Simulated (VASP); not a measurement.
# C (Fd-3m) in VASP: a series of runs

Runs on C. Level: PBE. Tasks: single point, relaxation of cell and atoms.

Program: VASP 6.6.1. These are calculated values, not measurements. Logs are shortened: lines on timing, memory, paths and dates and some standing lists are left out, and cuts for length are marked.

### Step 1. The cell of the first run

It takes space group Fd-3m (No. 227, cubic). Conventional cell: a = 3.561 Å, b = 3.561 Å, c = 3.561 Å, α = 90.00°, β = 90.00°, γ = 90.00°. Within 2.1 Å of C (site symmetry -43m) lie 4 C at 1.54 Å.

### Step 2. Single point, PBE

INCAR reads:

```
SYSTEM = C
ALGO = Normal ; EDIFF = 1E-6
ENCUT = 600 ; GGA = PE
GGA_COMPAT = .False. ; ISIF = 2
ISMEAR = 0 ; LASPH = .True.
LCHARG = .False. ; LREAL = .False.
LWAVE = .False. ; NBANDS = 11
NELM = 120 ; PREC = Accurate
SIGMA = 0.01
```

KPOINTS reads:

```
k-points
0
Gamma
  8 8 8
  0 0 0
```

POSCAR reads:

```
C
1.0
    2.5178741216      0.0000000000      0.0000000000
    1.2589370608      2.1805429528      0.0000000000
    1.2589370608      0.7268476509      2.0558356115
C
2
Direct
    0.0000000000      0.0000000000      0.0000000000
    0.2500000000      0.2500000000      0.2500000000
```

Potentials or basis: VASP PAW PBE potentials, release 64 (C).

Started as:

```
> cat potpaw_PBE.64/C/POTCAR > POTCAR
> mpirun -np 1 vasp_std > vasp.out
```

OUTCAR:

```text
SYSTEM = C
   EDIFF = 1E-6
   ENCUT = 600
   GGA = PE
   ISIF = 2
   ISMEAR = 0
   LASPH = .True.
   LREAL = .False.
   NELM = 120
   PREC = Accurate

 ion  position               nearest neighbor table
   1  0.000  0.000  0.000-   2 1.54   2 1.54   2 1.54   2 1.54
   2  0.250  0.250  0.250-   1 1.54   1 1.54   1 1.54   1 1.54

  LATTYP: Found a face centered cubic cell.
 ALAT       =     3.5608117311

  Lattice vectors:

 A1 = (   2.5178741216,   0.0000000000,   0.0000000000)
 A2 = (   1.2589370608,   2.1805429528,   0.0000000000)
 A3 = (   1.2589370608,   0.7268476509,   2.0558356115)

Analysis of symmetry for initial positions (statically):
=====================================================================
 Subroutine PRICEL returns:
 Original cell was already a primitive cell.

 Routine SETGRP: Setting up the symmetry group for a
 face centered cubic supercell.

 Subroutine GETGRP returns: Found 48 space group operations
 (whereof 24 operations were pure point group operations)
 out of a pool of 48 trial point group operations.

The static configuration has the point symmetry T_d .
 The point group associated with its full space group is O_h .

Analysis of symmetry for dynamics (positions and initial velocities):
=====================================================================
 Subroutine PRICEL returns:
 Original cell was already a primitive cell.

 Routine SETGRP: Setting up the symmetry group for a
 face centered cubic supercell.

 Subroutine GETGRP returns: Found 48 space group operations
 (whereof 24 operations were pure point group operations)
 out of a pool of 48 trial point group operations.

The dynamic configuration has the point symmetry T_d .
 The point group associated with its full space group is O_h .

 Subroutine INISYM returns: Found 48 space group operations
 (whereof 24 operations are pure point group operations),
 and found     1 'primitive' translations

----------------------------------------------------------------------------------------

                                     Primitive cell

  volume of cell :      11.2872

  direct lattice vectors                    reciprocal lattice vectors
     2.517874122  0.000000000  0.000000000     0.397160442 -0.229300688 -0.162140072
     1.258937061  2.180542953  0.000000000     0.000000000  0.458601377 -0.162140072
     1.258937061  0.726847651  2.055835612     0.000000000  0.000000000  0.486420215

  length of vectors
     2.517874122  2.517874122  2.517874122     0.486420215  0.486420215  0.486420215

  position of ions in fractional coordinates (direct lattice)
     0.000000000  0.000000000  0.000000000
     0.250000000  0.250000000  0.250000000

  ion indices of the primitive-cell ions
   primitive index   ion index
                 1           1
                 2           2

----------------------------------------------------------------------------------------

 KPOINTS: k-points

Automatic generation of k-mesh.
 Grid dimensions read from file:
 generate k-points for:    8    8    8

 Generating k-lattice:

  Cartesian coordinates                     Fractional coordinates (reciprocal lattice)
     0.049645055 -0.028662586 -0.020267509     0.125000000  0.000000000  0.000000000
     0.000000000  0.057325172 -0.020267509     0.000000000  0.125000000  0.000000000
     0.000000000  0.000000000  0.060802527     0.000000000  0.000000000  0.125000000

  Length of vectors
     0.060802527  0.060802527  0.060802527

  Shift w.r.t. Gamma in fractional coordinates (k-lattice)
     0.000000000  0.000000000  0.000000000

 Subroutine IBZKPT returns following result:
 ===========================================

 Found     29 irreducible k-points:

 Following reciprocal coordinates:
            Coordinates               Weight
  0.000000  0.000000  0.000000      1.000000
  0.125000  0.000000  0.000000      8.000000
  0.250000  0.000000  0.000000      8.000000
  0.375000  0.000000  0.000000      8.000000
  0.500000  0.000000  0.000000      4.000000
  0.125000  0.125000  0.000000      6.000000
[... 16 lines left out ...]
  0.500000  0.250000  0.125000     48.000000
 -0.375000  0.250000  0.125000     24.000000
 [... further k-points ...]
   k-points           NKPTS =     29   k-points in BZ     NKDIM =     29   number of bands    NBANDS=     11
   number of dos      NEDOS =    301   number of ions     NIONS =      2
   total plane-waves  NPLWV =   8000
   dimension x,y,z NGX =    20 NGY =   20 NGZ =   20
   dimension x,y,z NGXF=    40 NGYF=   40 NGZF=   40
   ions per type =               2
   NGX,Y,Z   is equivalent  to a cutoff of  13.21, 13.21, 13.21 a.u.
   NGXF,Y,Z  is equivalent  to a cutoff of  26.41, 26.41, 26.41 a.u.
 SYSTEM =  C
   PREC   = accura    normal or accurate (medium, high low for compatibility)
   ISTART =      0    job   : 0-new  1-cont  2-samecut
   ICHARG =      2    charge: 1-file 2-atom 10-const
   ISPIN  =      1    spin polarized calculation?
   LNONCOLLINEAR =      F non collinear calculations
   LSORBIT =      F    spin-orbit coupling
   LASPH  =      T    aspherical Exc in radial PAW
   ENCUT  =  600.0 eV  44.10 Ry    6.64 a.u.   5.03  5.03  5.03*2*pi/ulx,y,z
   NELM   =    120;   NELMIN=  2; NELMDL= -5     # of ELM steps
   EDIFF  = 0.1E-05   stopping-criterion for ELM
   LREAL  =      F    real-space projection
   EDIFFG = 0.1E-04   stopping-criterion for IOM
   NSW    =      0    number of steps for IOM
   IBRION =     -1    ionic relax: 0-MD 1-quasi-New 2-CG
   NFREE  =      0    steps in history (QN), initial steepest desc. (CG)
   ISIF   =      2    stress and relaxation
   ISYM   =      2    0-nonsym 1-usesym 2-fastsym
   POTIM  = 0.5000    time-step for ionic-motion
   TEBEG  =    0.0;   TEEND  =   0.0 temperature during run
   PSTRESS=    0.0 pullay stress
   NELECT =       8.0000    total number of electrons
   NUPDOWN=      -1.0000    fix difference up-down
   EMIN   =  10.00;   EMAX   =-10.00  energy-range for DOS
   EFERMI =   0.00;   METHOD = LEGACY
   ISMEAR =     0;   SIGMA  =   0.01  broadening in eV -4-tet -1-fermi 0-gaus
   EFERMI_NEDOS =   21; number of points for ismear=-14 and -15
   IALGO  =     38    algorithm
   IMIX   =      4    mixing-type and parameters
     AMIX     =   0.40;   BMIX     =  1.00
     AMIX_MAG =   1.60;   BMIX_MAG =  1.00
  volume/ion in A,a.u.               =       5.64        38.08
  Fermi-wavevector in a.u.,A,eV,Ry     =   1.459629  2.758299 28.987440  2.130517
  Thomas-Fermi vector in A             =   2.576174
   LORBIT       =      0    0 simple, 1 ext, 2 COOP (PROOUT), +10 PAW based schemes
   GGA     = PE    functional components
   LHFCALC =     F    Hartree Fock is set to
   AEXX    =    0.0000 exact exchange contribution
   IVDW    =     0    specifies the selected vdW correction
   LEPSILON=     F    determine dielectric tensor
   LRPA    =     F    only Hartree local field effects (RPA)
 non-spin polarized calculation
 Gauss-broadening in eV      SIGMA  =   0.01
  energy-cutoff  :      600.00
  volume of cell :       11.29
 maximum number of plane-waves:       388
   NGX =  9   NGY =  9   NGZ =  9

 number of electron       7.9999999 magnetization

 Free energy of the ion-electron system (eV)
  ---------------------------------------------------
  ext. energy  EPLUGINS =         0.00000000
  ---------------------------------------------------
  free energy    TOTEN  =       -18.18800090 eV

  energy without entropy =      -18.18800090  energy(sigma->0) =      -18.18800090

 E-fermi :   9.8545     XC(G=0): -13.2756

 val. band max:        9.8012378823   @ k =   0.0000   0.0000   0.0000
 cond. band min:      13.9448565465   @ k =   0.3750   0.3750   0.0000
 fundamental gap:      4.1436186642
 Fermi energy:         9.8544586963

 k-point     1 :       0.0000    0.0000    0.0000
  band No.  band energies     occupation
      1     -11.7426      2.00000
      2       9.8012      2.00000
      3       9.8012      2.00000
      4       9.8012      2.00000
      5      15.4051      0.00000
      6      15.4051      0.00000
      7      15.4051      0.00000
      8      23.2471      0.00000
      9      29.1601      0.00000
     10      36.3920      0.00000
     11      36.3920      0.00000

 k-point     2 :       0.1250    0.0000    0.0000
  band No.  band energies     occupation
      1     -11.3091      2.00000
      2       7.3770      2.00000
      3       9.1453      2.00000
      4       9.1453      2.00000
      5      16.2679      0.00000
      6      16.2679      0.00000
      7      16.7023      0.00000
      8      23.6057      0.00000
      9      29.8108      0.00000
     10      33.3239      0.00000
     11      33.3239      0.00000

 k-point     3 :       0.2500    0.0000    0.0000
  band No.  band energies     occupation
      1     -10.0217      2.00000
      2       3.1861      2.00000
      3       8.0470      2.00000
      4       8.0470      2.00000
      5      17.6134      0.00000
      6      17.6134      0.00000
      7      17.9928      0.00000
      8      24.5184      0.00000
      9      30.5786      0.00000
     10      32.2392      0.00000
     11      32.2392      0.00000

 k-point     4 :       0.3750    0.0000    0.0000
  band No.  band energies     occupation
      1      -7.9479      2.00000
      2      -0.9105      2.00000
      3       7.2618      2.00000
      4       7.2618      2.00000
      5      18.2087      0.00000
      6      18.2087      0.00000
      7      18.5607      0.00000
      8      25.3203      0.00000
      9      31.0340      0.00000
     10      33.8603      0.00000
     11      33.8603      0.00000
[... 239 lines left out ...]
 k-point    22 :       0.3750    0.2500    0.1250
  band No.  band energies     occupation
      1      -8.8921      2.00000
      2       3.2736      2.00000
      3       4.2737      2.00000
      4       6.9018      2.00000
      5      16.3948      0.00000
      6      19.8799      0.00000
      7      21.4220      0.00000
      8      21.6033      0.00000
      9      30.5444      0.00000
     10      31.4537      0.00000
     11      35.5744      0.00000

 k-point    23 :       0.5000    0.2500    0.1250
  band No.  band energies     occupation
      1      -6.8588      2.00000
      2      -0.0778      2.00000
      3       3.4982      2.00000
      4       5.7007      2.00000
      5      17.7913      0.00000
      6      19.4721      0.00000
      7      22.2576      0.00000
      8      23.1963      0.00000
      9      30.0421      0.00000
     10      32.1940      0.00000
     11      36.0229      0.00000

 k-point    24 :      -0.3750    0.2500    0.1250
  band No.  band energies     occupation
      1      -4.9252      2.00000
      2      -2.6113      2.00000
      3       3.4655      2.00000
      4       5.0899      2.00000
      5      18.1170      0.00000
      6      19.2927      0.00000
      7      22.9201      0.00000
      8      24.7270      0.00000
      9      28.1699      0.00000
     10      33.8023      0.00000
     11      36.2053      0.00000

 [... further k-points ...]
[... 5 lines left out ...]
  --------------------------------------------------------------------------------------
  -------------------------------------------------------------------------------------
  Total        0.2823845      0.2823845      0.2823845      0.0000000     -0.0000000      0.0000000
  in kB       40.0833883     40.0833883     40.0833883      0.0000000     -0.0000000      0.0000000
  external PRESSURE =      40.0833883 kB  Pullay stress =       0.0000000 kB

 VOLUME and BASIS-vectors are now :
 -----------------------------------------------------------------------------
  energy-cutoff  :      600.00
  volume of cell :       11.29
      direct lattice vectors                 reciprocal lattice vectors
     2.517874122  0.000000000  0.000000000     0.397160442 -0.229300688 -0.162140072
     1.258937061  2.180542953  0.000000000     0.000000000  0.458601377 -0.162140072
     1.258937061  0.726847651  2.055835612     0.000000000  0.000000000  0.486420215

 POSITION                                       TOTAL-FORCE (eV/Angst)
 -----------------------------------------------------------------------------------
      0.00000      0.00000      0.00000         0.000000     -0.000000     -0.000000
      1.25894      0.72685      0.51396        -0.000000      0.000000      0.000000
 -----------------------------------------------------------------------------------
    total drift:                                0.000000      0.000000      0.000000

  FREE ENERGIE OF THE ION-ELECTRON SYSTEM (eV)
  ---------------------------------------------------
  free  energy   TOTEN  =       -18.1880009020 eV

  energy  without entropy=      -18.1880009020  energy(sigma->0) =      -18.18800090
```

Run time: 6.9 s. Hardware: 1 thread of Intel Xeon Platinum 8488C (Sapphire Rapids), shared host; peak memory 0.12 GiB.

What came out:

* Free energy: -18.1880 eV
* Pressure: 4.0 GPa
* Band gap on the k mesh: 4.14 eV, indirect (least direct gap 5.60 eV)

Levels at points of the mesh, in eV from the valence-band top:
| k point | band 1 | band 2 | band 3 | band 4 | band 5 | band 6 | band 7 | band 8 |
| --- | --- | --- | --- | --- | --- | --- | --- | --- |
| (0.00, 0.00, 0.00) | -21.54 | 0.00 | 0.00 | 0.00 | 5.60 | 5.60 | 5.60 | 13.45 |
| (0.50, 0.00, 0.00) | -15.74 | -13.43 | -2.81 | -2.81 | 8.48 | 8.48 | 8.92 | 15.74 |
| (0.50, 0.50, 0.00) | -12.80 | -12.80 | -6.33 | -6.33 | 4.77 | 4.77 | 16.88 | 16.88 |

(Part 1 of 2 ends here.)
